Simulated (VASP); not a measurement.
# TiPt3 (Pm-3m) in VASP: single point with PBE+D3(BJ)

Aim: the single point of TiPt3 with PBE+D3(BJ).

Program: VASP 6.6.1. These are calculated values, not measurements. Logs are shortened: lines on timing, memory, paths and dates and some standing lists are left out, and cuts for length are marked.

## Step 1: The cell of the first run

It takes space group Pm-3m (No. 221, cubic). Conventional cell: a = 3.897 Å, b = 3.897 Å, c = 3.897 Å, α = 90.00°, β = 90.00°, γ = 90.00°. Within 3.6 Å of Ti (site symmetry m-3m) lie 12 Pt at 2.76 Å. Pt (site symmetry 4/mmm) has 4 Ti at 2.76 Å and 8 Pt at 2.76 Å within 3.6 Å.

## Step 2: Single point, PBE+D3(BJ)

INCAR reads:

```
ALGO = Normal
EDIFF = 1E-6
ENCUT = 500
GGA = PE
GGA_COMPAT = F
ISIF = 2
ISMEAR = -1
IVDW = 12
LASPH = T
LCHARG = F
LREAL = F
LWAVE = F
NBANDS = 29
NELM = 120
PREC = Accurate
SIGMA = 0.1
```

KPOINTS reads:

```
k-points
0
Gamma
  6 6 6
```

POSCAR reads:

```
TiPt3
1.0
    3.8970000000      0.0000000000      0.0000000000
    0.0000000000      3.8970000000      0.0000000000
    0.0000000000      0.0000000000      3.8970000000
Ti Pt
1 3
Direct
    0.0000000000      0.0000000000      0.0000000000
    0.0000000000      0.5000000000      0.5000000000
    0.5000000000      0.0000000000      0.5000000000
    0.5000000000      0.5000000000      0.0000000000
```

Potentials or basis: VASP PAW PBE potentials, release 64 (Ti_sv, Pt).

The run is started by

```console
$ cat potpaw_PBE.64/Ti_sv/POTCAR potpaw_PBE.64/Pt/POTCAR > POTCAR
$ mpirun -np 1 vasp_std > vasp.out
```

OUTCAR:

```text
EDIFF = 1E-6
   ENCUT = 500
   GGA = PE
   ISIF = 2
   ISMEAR = -1
   IVDW = 12
   LASPH = T
   LREAL = F
   NELM = 120
   PREC = Accurate
 IVDW          = 12

 ion  position               nearest neighbor table
   1  0.000  0.000  0.000-   2 2.76   3 2.76   4 2.76   2 2.76   3 2.76   2 2.76   4 2.76   2 2.76
                             3 2.76   4 2.76   3 2.76   4 2.76
   2  0.000  0.500  0.500-   1 2.76   3 2.76   4 2.76   1 2.76   4 2.76   1 2.76   3 2.76   1 2.76
                             3 2.76   4 2.76   4 2.76   3 2.76
   3  0.500  0.000  0.500-   1 2.76   2 2.76   4 2.76   1 2.76   4 2.76   2 2.76   4 2.76   4 2.76
                             1 2.76   2 2.76   1 2.76   2 2.76
   4  0.500  0.500  0.000-   1 2.76   2 2.76   3 2.76   2 2.76   3 2.76   1 2.76   3 2.76   3 2.76
                             1 2.76   2 2.76   2 2.76   1 2.76

  LATTYP: Found a simple cubic cell.
 ALAT       =     3.8970000000

  Lattice vectors:

 A1 = (   3.8970000000,   0.0000000000,   0.0000000000)
 A2 = (   0.0000000000,   3.8970000000,   0.0000000000)
 A3 = (   0.0000000000,   0.0000000000,   3.8970000000)

Analysis of symmetry for initial positions (statically):
=====================================================================
 Subroutine PRICEL returns:
 Original cell was already a primitive cell.

 Routine SETGRP: Setting up the symmetry group for a
 simple cubic supercell.

 Subroutine GETGRP returns: Found 48 space group operations
 (whereof 48 operations were pure point group operations)
 out of a pool of 48 trial point group operations.

The static configuration has the point symmetry O_h .

Analysis of symmetry for dynamics (positions and initial velocities):
=====================================================================
 Subroutine PRICEL returns:
 Original cell was already a primitive cell.

 Routine SETGRP: Setting up the symmetry group for a
 simple cubic supercell.

 Subroutine GETGRP returns: Found 48 space group operations
 (whereof 48 operations were pure point group operations)
 out of a pool of 48 trial point group operations.

The dynamic configuration has the point symmetry O_h .

 Subroutine INISYM returns: Found 48 space group operations
 (whereof 48 operations are pure point group operations),
 and found     1 'primitive' translations

[... 89 lines left out ...]
   LSORBIT =      F    spin-orbit coupling
   LASPH  =      T    aspherical Exc in radial PAW
   ENCUT  =  500.0 eV  36.75 Ry    6.06 a.u.   7.11  7.11  7.11*2*pi/ulx,y,z
   NELM   =    120;   NELMIN=  2; NELMDL= -5     # of ELM steps
   EDIFF  = 0.1E-05   stopping-criterion for ELM
   LREAL  =      F    real-space projection
   EDIFFG = 0.1E-04   stopping-criterion for IOM
   NSW    =      0    number of steps for IOM
   IBRION =     -1    ionic relax: 0-MD 1-quasi-New 2-CG
   NFREE  =      0    steps in history (QN), initial steepest desc. (CG)
   ISIF   =      2    stress and relaxation
   ISYM   =      2    0-nonsym 1-usesym 2-fastsym
   POTIM  = 0.5000    time-step for ionic-motion
   TEBEG  =    0.0;   TEEND  =   0.0 temperature during run
   PSTRESS=    0.0 pullay stress
   NELECT =      42.0000    total number of electrons
   NUPDOWN=      -1.0000    fix difference up-down
   EMIN   =  10.00;   EMAX   =-10.00  energy-range for DOS
   EFERMI =   0.00;   METHOD = LEGACY
   ISMEAR =    -1;   SIGMA  =   0.10  broadening in eV -4-tet -1-fermi 0-gaus
   EFERMI_NEDOS =   21; number of points for ismear=-14 and -15
   IALGO  =     38    algorithm
   IMIX   =      4    mixing-type and parameters
     AMIX     =   0.40;   BMIX     =  1.00
     AMIX_MAG =   1.60;   BMIX_MAG =  1.00
  volume/ion in A,a.u.               =      14.80        99.85
  Fermi-wavevector in a.u.,A,eV,Ry     =   1.460251  2.759474 29.012153  2.132333
  Thomas-Fermi vector in A             =   2.576723
   LORBIT       =      0    0 simple, 1 ext, 2 COOP (PROOUT), +10 PAW based schemes
   GGA     = PE    functional components
   LHFCALC =     F    Hartree Fock is set to
   AEXX    =    0.0000 exact exchange contribution
   IVDW    =    12    specifies the selected vdW correction
   LEPSILON=     F    determine dielectric tensor
   LRPA    =     F    only Hartree local field effects (RPA)
 non-spin polarized calculation
  energy-cutoff  :      500.00
  volume of cell :       59.18
 maximum number of plane-waves:      1518
   NGX = 15   NGY = 15   NGZ = 15

 number of electron      42.0000011 magnetization

 Free energy of the ion-electron system (eV)
  ---------------------------------------------------
  ext. energy  EPLUGINS =         0.00000000
  ---------------------------------------------------
  free energy    TOTEN  =       -29.50786244 eV

  energy without entropy =      -29.44553670  energy(sigma->0) =      -29.47669957

 E-fermi :  11.8353     XC(G=0): -13.2843

 val. band max:       11.8001739037   @ k =   0.1667   0.0000   0.0000
 cond. band min:      11.8977721098   @ k =   0.0000   0.0000   0.0000
 fundamental gap:      0.0975982061
 Fermi energy:        11.8352722543

 k-point     1 :       0.0000    0.0000    0.0000
  band No.  band energies     occupation
      1     -46.2886      2.00000
      2     -22.5090      2.00000
      3     -22.5090      2.00000
      4     -22.5090      2.00000
      5       1.6402      2.00000
      6       4.4288      2.00000
[... 629 lines left out ...]
     28      13.4299      0.00000
     29      17.5104      0.00000

------------------------ aborting loop because EDIFF is reached ----------------------------------------

 Edisp (eV)   -3.07823

 E8    (eV) :    -1.4247

  FORCE on cell =-STRESS in cart. coord.  units (eV):
  Direction    XX          YY          ZZ          XY          YZ          ZX
  --------------------------------------------------------------------------------------
  -------------------------------------------------------------------------------------
  Total       0.37430     0.37430     0.37430     0.00000    -0.00000     0.00000
  in kB      10.13312    10.13312    10.13312     0.00000    -0.00000     0.00000
  external pressure =       10.13 kB  Pullay stress =        0.00 kB

 VOLUME and BASIS-vectors are now :
 -----------------------------------------------------------------------------
  energy-cutoff  :      500.00
  volume of cell :       59.18
      direct lattice vectors                 reciprocal lattice vectors
     3.897000000  0.000000000  0.000000000     0.256607647  0.000000000  0.000000000
     0.000000000  3.897000000  0.000000000     0.000000000  0.256607647  0.000000000
     0.000000000  0.000000000  3.897000000     0.000000000  0.000000000  0.256607647

 POSITION                                       TOTAL-FORCE (eV/Angst)
 -----------------------------------------------------------------------------------
      0.00000      0.00000      0.00000         0.000000      0.000000      0.000000
      0.00000      1.94850      1.94850         0.000000      0.000000      0.000000
      1.94850      0.00000      1.94850         0.000000      0.000000      0.000000
      1.94850      1.94850      0.00000         0.000000      0.000000      0.000000
 -----------------------------------------------------------------------------------
    total drift:                               -0.000000      0.000000      0.000000

  FREE ENERGIE OF THE ION-ELECTRON SYSTEM (eV)
  ---------------------------------------------------
  free  energy   TOTEN  =       -32.5860952365 eV

  energy  without entropy=      -32.5237694989  energy(sigma->0) =      -32.55493237
```

Wall time 42 s (1 thread of Intel Xeon 6455B, shared host); peak memory 0.18 GiB.

Results:

| Item | Value |
| --- | --- |
| Free energy | -32.5861 eV |
| Pressure | 1.0 GPa |
| Band gap on the k mesh | zero (band 21 reaches 13.28 eV, above the bottom of band 22 at 11.40 eV) |
| Dispersion energy per atom | -0.770 eV |

Caveat: spin-orbit coupling is left out, which moves the levels of the heavy elements; pairwise dispersion overbinds metals, which lowers pressure and volume.
